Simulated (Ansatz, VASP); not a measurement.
## In2O3: VASP beside Ansatz

```xyz
40
Lattice="-5.0600 5.0600 5.0600 5.0600 -5.0600 5.0600 5.0600 5.0600 -5.0600" Properties=species:S:1:pos:R:3 pbc="T T T"
In    2.5303    2.5303    2.5303
In   -2.5303    2.5297    2.5303
In    2.5303   -2.5303    2.5297
In    2.5297    2.5303   -2.5303
In   -0.3417    0.0000    2.5300
In    0.3417    5.0600    2.5300
In    2.5300   -0.3417    0.0000
In    2.5300    0.3417    5.0600
In    0.0000    2.5300   -0.3417
In    5.0600    2.5300    0.3417
In    4.7189    0.0000    2.5300
In    5.4011    5.0600    2.5300
In    2.5300    4.7189    0.0000
In    2.5300    5.4011    5.0600
In    0.0000    2.5300    4.7189
In    5.0600    2.5300    5.4011
O     1.1998    1.1018    3.4944
O    -1.1998    3.9582    3.4944
O     1.1998   -1.1018    1.5656
O    -1.1998    6.1618    1.5656
O     3.4944    1.1998    1.1018
O     3.4944   -1.1998    3.9582
O     1.5656    1.1998   -1.1018
O     1.5656   -1.1998    6.1618
O     1.1018    3.4944    1.1998
O     3.9582    3.4944   -1.1998
O    -1.1018    1.5656    1.1998
O     6.1618    1.5656   -1.1998
O     1.5650    3.8602    3.9581
O    -1.5650    1.1998    3.9581
O     1.5650    6.2598    1.1019
O     3.4950    3.8602   -3.9581
O     3.9581    1.5650    3.8602
O     3.9581   -1.5650    1.1998
O     1.1019    1.5650    6.2598
O    -3.9581    3.4950    3.8602
O     3.8602    3.9581    1.5650
O     1.1998    3.9581   -1.5650
O     6.2598    1.1019    1.5650
O     3.8602   -3.9581    3.4950
```

Alike in both runs: functional PBE; k mesh 3 × 3 × 3; occupations fermi-dirac, width 0.02 eV; no spin polarisation.

Ansatz relaxed the structure, and its values are those at the end. VASP's run is a single point on that final structure, the one shown.

|  | VASP | Ansatz |
| --- | --- | --- |
| version | VASP 6.6.1 | Ansatz 0.2.0 |
| potentials or method | VASP PAW PBE potentials, release 64 (In_d, O) | plane-wave PAW, scalar-relativistic |
| plane-wave cutoff (eV) | 520 | 420 |
| valence electrons in the cell | 352 | 352 |

|  | VASP | Ansatz | Ansatz less VASP |
| --- | --- | --- | --- |
| gap on the k mesh at the Fermi level (eV) | 1.20 | 1.21 | +0.008 |
| pressure (GPa) | 8.5 | 8.0 | -0.46 |
| rms of the force components (eV/Å) | 0.007 | 0.006 | -0.0013 |

With one functional, cell and mesh, what is left measures potentials, basis and numerics. Ansatz's warnings: stress scf threshold loose.
